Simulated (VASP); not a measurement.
Here is a VASP 6.6.1 calculation.

File INCAR:

```
SYSTEM = LiBr
PREC = Accurate
ENCUT = 750
EDIFF = 1E-8
ISMEAR = 0
SIGMA = 0.01
LREAL = .FALSE.
LASPH = .TRUE.
NELM = 120
ALGO = Normal
ISIF = 3
LWAVE = .FALSE.
LCHARG = .TRUE.
GGA = PS
NBANDS = 12
IBRION = 6
NFREE = 2
POTIM = 0.015
NSW = 1
GGA_COMPAT = .FALSE.
```

The input KPOINTS:

```
Automatic mesh
0
G
  8 8 8
  0 0 0
```

Contents of POSCAR:

```
LiBr
1.0
    0.0000000000      2.6289389158      2.6289389158
    2.6289389158      0.0000000000      2.6289389158
    2.6289389158      2.6289389158      0.0000000000
Li Br
1 1
Direct
    0.0000000000      0.0000000000      0.0000000000
    0.5000000000      0.5000000000      0.5000000000
```

Potentials or basis: VASP PAW PBE potentials, release 64 (Li_sv, Br).

Launch:

```bash
$ cat potpaw_PBE.64/Li_sv/POTCAR potpaw_PBE.64/Br/POTCAR > POTCAR
$ mpirun -np 1 vasp_std > vasp.out
```

Task: Estimate the elastic constants C11, C12, C44.

Result: 78, 20, 24 GPa.

Task: Predict the Voigt bulk modulus.

Result: 39 GPa.

Task: Estimate the highest phonon frequency at Γ, LO-TO splitting left out.

Result: 231 cm⁻¹.

Elastic tensor in Voigt notation (GPa, in the Cartesian axes of the cell as first typed):
```
78 20 20  0  0  0
20 78 20  0  0  0
20 20 78  0  0  0
 0  0  0 24  0  0
 0  0  0  0 24  0
 0  0  0  0  0 24
```

Caveat: the cell is under stress, which shifts elastic constants; the PAW data sets were made with another functional, which shifts forces and pressure a little.
